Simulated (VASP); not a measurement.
# MnO (Fm-3m) in VASP: settings compared, part 2 of 3

VASP 6.6.1. The steps go on from the part before.

## (3) Relaxation of cell and atoms, PBEsol, collinear spin, ferromagnetic start, target pressure 20 GPa, at which the enthalpy is minimised

INCAR

```
ALGO = Normal
EDIFF = 1E-6
EDIFFG = -0.01
ENCUT = 600
GGA = PS
IBRION = 2
ISIF = 3
ISMEAR = -1
ISPIN = 2
LASPH = True
LCHARG = False
LMAXMIX = 4
LORBIT = 11
LREAL = False
LWAVE = False
MAGMOM = 4 0
NELM = 150
NSW = 80
PREC = Accurate
PSTRESS = 200.0
SIGMA = 0.05
```

KPOINTS

```
k-points
0
Gamma
  10 10 10
```

POSCAR

```
MnO
1.0
    0.0000000000      2.2239077028      2.2239077028
    2.2239077028      0.0000000000      2.2239077028
    2.2239077028      2.2239077028      0.0000000000
Mn O
1 1
Direct
    0.0000000000      0.0000000000      0.0000000000
    0.5000000000      0.5000000000      0.5000000000
```

Potentials or basis: VASP PAW PBE potentials, release 64 (Mn_pv, O).

Started as:

```bash
> cat potpaw_PBE.64/Mn_pv/POTCAR potpaw_PBE.64/O/POTCAR > POTCAR
> mpirun -np 1 vasp_std > vasp.out
```

OUTCAR:

```text
EDIFF = 1E-6
   EDIFFG = -0.01
   ENCUT = 600
   GGA = PS
   IBRION = 2
   ISIF = 3
   ISMEAR = -1
   ISPIN = 2
   LASPH = True
   LORBIT = 11
   LREAL = False
   NELM = 150
   NSW = 80
   PREC = Accurate
   PSTRESS = 200.0

 ion  position               nearest neighbor table
   1  0.000  0.000  0.000-   2 2.22   2 2.22   2 2.22   2 2.22   2 2.22   2 2.22
   2  0.500  0.500  0.500-   1 2.22   1 2.22   1 2.22   1 2.22   1 2.22   1 2.22

  LATTYP: Found a face centered cubic cell.
 ALAT       =     4.4478154056

  Lattice vectors:

 A1 = (   0.0000000000,   2.2239077028,   2.2239077028)
 A2 = (   2.2239077028,   0.0000000000,   2.2239077028)
 A3 = (   2.2239077028,   2.2239077028,   0.0000000000)

Analysis of symmetry for initial positions (statically):
[... 1299 lines left out ...]
  ext. energy  EPLUGINS =         0.00000000
  ---------------------------------------------------
  free energy    TOTEN  =       -17.14037292 eV

  energy without entropy =      -17.13115831  energy(sigma->0) =      -17.13576562

 E-fermi :  10.0350     XC(G=0): -13.2894

 val. band max:       10.0333689434   @ k =   0.1000   0.0000   0.0000
 cond. band min:      10.0860597343   @ k =   0.1000   0.0000   0.0000
 fundamental gap:      0.0526907909
 Fermi energy:        10.0350487508

 spin component 1

 k-point     1 :       0.0000    0.0000    0.0000
  band No.  band energies     occupation
      1     -40.0626      1.00000
      2     -40.0626      1.00000
      3     -40.0626      1.00000
      4     -12.0756      1.00000
      5       5.2294      1.00000
      6       5.2294      1.00000
      7       5.2294      1.00000
      8       6.5793      1.00000
      9       6.5793      1.00000
     10       6.5793      1.00000
     11       7.2784      1.00000
     12       7.2784      1.00000
[... 886 lines left out ...]
  energy  without entropy=      -17.1311583123  energy(sigma->0) =      -17.13576562

  enthalpy is  TOTEN    =       -14.8869922190 eV   P V=        2.2533807037

 reached required accuracy - stopping structural energy minimisation

 total charge

# of ion       s       p       d       tot
------------------------------------------
    1        0.244   6.255   5.127  11.625
    2        1.556   3.469   0.000   5.025
--------------------------------------------------
tot          1.800   9.724   5.127  16.651

 magnetization (x)

# of ion       s       p       d       tot
------------------------------------------
    1        0.029   0.026   3.733   3.788
    2        0.033   0.129   0.000   0.162
--------------------------------------------------
tot          0.063   0.155   3.733   3.950
```

OSZICAR:

```text
N       E                     dE             d eps       ncg     rms          rms(c)
DAV:   1     0.169991499037E+03    0.16999E+03   -0.12069E+04  2828   0.164E+03
[... 69 lines left out ...]
   6 F= -.14886980E+02 E0= -.14882444E+02  d E =-.271611E-04  mag=     4.1065
       N       E                     dE             d eps       ncg     rms          rms(c)
DAV:   1    -0.171406038972E+02    0.19603E-02   -0.39698E-03  2820   0.970E-01    0.149E-01
DAV:   2    -0.171403785870E+02    0.22531E-03   -0.56308E-04  2827   0.384E-01    0.120E-01
DAV:   3    -0.171403753201E+02    0.32669E-05   -0.47466E-05  3116   0.757E-02    0.464E-02
DAV:   4    -0.171403738883E+02    0.14317E-05   -0.33738E-06  2779   0.239E-02    0.179E-02
DAV:   5    -0.171403729227E+02    0.96565E-06   -0.79988E-07  1760   0.111E-02
   7 F= -.14886992E+02 E0= -.14882385E+02  d E =-.393602E-04  mag=     4.1033
```

Wall time 6.6 min (1 thread of Intel Xeon 8259CL, shared host); peak memory 0.2 GiB.

Results:

```yaml
Free_energy: -17.1404 eV
Relaxed_volume: 9.03 Å³/atom
Relaxed_cell: a = 2.944 Å, b = 2.944 Å, c = 2.944 Å, α = 60.00°, β = 60.00°, γ = 60.00°
Space_group_after_relaxing_to_0.1_Å: Fm-3m (No. 225)
Energy_change_on_relaxing_the_run_minimises_the_enthalpy: +38.9 meV/atom
Ionic_steps: 7
Pressure_after_relaxing: 20.1 GPa
Net_moment: 4.10 μB per cell
Site_moments: Mn +3.79; O +0.16 μB
Valence_electrons_inside_the_program's_atomic_spheres: Mn 11.62; O 5.03
```

Step by step:
```tsv
step	energy change (eV)	largest force (eV/Å)	pressure (GPa)	volume (Å³)
1	0.0000	0.0000	-7.10	22.00
2	0.3234	0.0000	34.26	16.59
3	0.1084	0.0000	22.49	17.82
4	0.0728	0.0000	19.56	18.09
5	0.0819	0.0000	20.36	18.02
6	0.0756	0.0000	19.80	18.07
7	0.0778	0.0000	20.11	18.05
```

Final structure:
```yaml
crystal:
  lattice:
    - [0.00000, 2.08207, 2.08207]
    - [2.08207, 0.00000, 2.08207]
    - [2.08207, 2.08207, 0.00000]
  atoms:
    - { symbol: Mn, position: [0.00000, 0.00000, 0.00000] }
    - { symbol: O, position: [0.50000, 0.50000, 0.50000] }
```

Levels at points of the mesh, in eV from the Fermi level:
Spin up:
```
           k point  band 8  band 9  band 10  band 11  band 12  band 13  band 14  band 15
(0.00, 0.00, 0.00)   -3.46   -3.46    -3.46    -2.76    -2.76     0.46    14.37    17.98
(0.50, 0.00, 0.00)   -2.14   -2.14    -1.65     0.85     0.85     3.84     9.47    13.16
(0.50, 0.50, 0.00)   -4.96   -2.13    -1.72    -1.72    -1.38     6.51     8.86    11.54
```
Spin down:
```
           k point  band 4  band 5  band 6  band 7  band 8  band 9  band 10  band 11
(0.00, 0.00, 0.00)  -21.68   -4.43   -4.43   -4.43   -0.11   -0.11    -0.11     0.75
(0.50, 0.00, 0.00)  -20.20   -9.32   -6.45   -6.45    1.58    1.58     1.59     3.87
(0.50, 0.50, 0.00)  -20.39   -8.06   -5.58   -5.58   -2.20    1.54     2.16     2.16
```

Caveat: the cell is relaxed towards a set pressure, so the run minimises the enthalpy, not the energy; the volume moved by over 15 % at a fixed basis, so the end points are rough; the PAW data sets were made with another functional, which shifts forces and pressure a little; a cell with one magnetic atom can't hold antiferromagnetic order, which such compounds often take; semilocal functionals often make such compounds metallic where correlation or magnetic order opens a gap, which also shifts bond lengths. With open d or f shells a metallic result of PBEsol can be an artefact of self-interaction; +U or a hybrid may open a gap.

## (4) Relaxation of cell and atoms, PBEsol, collinear spin, ferromagnetic start, target pressure 30 GPa, at which the enthalpy is minimised

INCAR

```
ALGO     = Normal         # electronic algorithm
EDIFF    = 1E-6           # SCF threshold, eV
EDIFFG   = -0.01          # ionic threshold
ENCUT    = 600            # plane-wave cutoff, eV
GGA      = PS             # functional
IBRION   = 2              # ionic algorithm
ISIF     = 3              # what is computed and relaxed
ISMEAR   = -1             # smearing method
ISPIN    = 2              # spin polarisation
LASPH    = True           # aspherical terms in the spheres
LCHARG   = False          # write CHGCAR
LMAXMIX  = 4              # l up to which the mixer works
LORBIT   = 11             # projections on sites
LREAL    = False          # projectors in reciprocal space
LWAVE    = False          # write WAVECAR
MAGMOM   = 4 0            # initial moments
NELM     = 150            # most SCF steps
NSW      = 80             # ionic steps
PREC     = Accurate       # precision mode
PSTRESS  = 300.0        
SIGMA    = 0.05           # smearing width, eV
```

KPOINTS is that of step 3.

POSCAR is that of step 3.

Started as:

```bash
> cat potpaw_PBE.64/Mn_pv/POTCAR potpaw_PBE.64/O/POTCAR > POTCAR
> mpirun -np 1 vasp_std > vasp.out
```

Run time: 5.9 min. Hardware: 1 thread of Intel Xeon 8259CL, shared host; peak memory 0.21 GiB.

The run converged, but its numbers aren't listed here, since they failed a check.

Caveat: the cell is relaxed towards a set pressure, so the run minimises the enthalpy, not the energy; the volume moved by over 15 % at a fixed basis, so the end points are rough; the PAW data sets were made with another functional, which shifts forces and pressure a little; a cell with one magnetic atom can't hold antiferromagnetic order, which such compounds often take; semilocal functionals often make such compounds metallic where correlation or magnetic order opens a gap, which also shifts bond lengths.

## (5) Single point, PBEsol, collinear spin, ferromagnetic start

This run uses another cell than the first one, of 10.13 Å³/atom.

INCAR

```
SYSTEM = MnO
PREC = Accurate ; ENCUT = 520
EDIFF = 1E-6 ; ISMEAR = -1
SIGMA = 0.05 ; LREAL = .FALSE.
LASPH = .TRUE. ; NELM = 150
ALGO = Normal ; ISIF = 2
LWAVE = .FALSE. ; LCHARG = .FALSE.
ISPIN = 2 ; MAGMOM = 4 0
LORBIT = 11 ; LMAXMIX = 4
GGA = PS ; NBANDS = 20
```

KPOINTS

```
regular mesh
0
G
  10 10 10
  0 0 0
```

POSCAR

```
MnO
1.0
    0.0000000000      2.1634106808      2.1634106808
    2.1634106808      0.0000000000      2.1634106808
    2.1634106808      2.1634106808      0.0000000000
Mn O
1 1
Direct
    0.0000000000      0.0000000000      0.0000000000
    0.5000000000      0.5000000000      0.5000000000
```

Started as:

```bash
> cat potpaw_PBE.64/Mn_pv/POTCAR potpaw_PBE.64/O/POTCAR > POTCAR
> mpirun -np 1 vasp_std > vasp.out
```

Run time: 14 s. Hardware: 1 thread of Intel Xeon 6975P-C (Granite Rapids), shared host; peak memory 0.16 GiB.

The run converged. Its results:

```
Free energy                                           : -17.2528 eV
Pressure                                              : 0.5 GPa
Net moment                                            : 4.45 μB per cell
Site moments                                          : Mn +4.07; O +0.17 μB
Valence electrons inside the program's atomic spheres : Mn 11.46; O 4.97
```

Levels at points of the mesh, in eV from the Fermi level:
Spin up:
| k point | band 8 | band 9 | band 10 | band 11 | band 12 | band 13 | band 14 | band 15 | band 16 | band 17 |
| --- | --- | --- | --- | --- | --- | --- | --- | --- | --- | --- |
| (0.00, 0.00, 0.00) | -3.33 | -3.33 | -3.33 | -2.74 | -2.74 | -0.25 | 14.00 | 16.85 | 16.85 | 16.85 |
| (0.50, 0.00, 0.00) | -2.26 | -2.26 | -1.81 | 0.42 | 0.42 | 3.50 | 8.33 | 12.26 | 12.26 | 19.44 |
| (0.50, 0.50, 0.00) | -4.53 | -2.23 | -1.93 | -1.93 | -1.74 | 5.49 | 8.12 | 10.73 | 14.39 | 14.39 |
Spin down:
| k point | band 5 | band 6 | band 7 | band 8 | band 9 | band 10 |
| --- | --- | --- | --- | --- | --- | --- |
| (0.00, 0.00, 0.00) | -3.86 | -3.86 | -3.86 | 0.32 | 0.32 | 0.32 |
| (0.50, 0.00, 0.00) | -8.24 | -5.55 | -5.55 | 1.71 | 1.73 | 1.73 |
| (0.50, 0.50, 0.00) | -7.17 | -4.91 | -4.91 | -1.47 | 1.72 | 2.08 |

Caveat: the PAW data sets were made with another functional, which shifts forces and pressure a little; a cell with one magnetic atom can't hold antiferromagnetic order, which such compounds often take; semilocal functionals often make such compounds metallic where correlation or magnetic order opens a gap, which also shifts bond lengths.

[end of part 2 of 3]
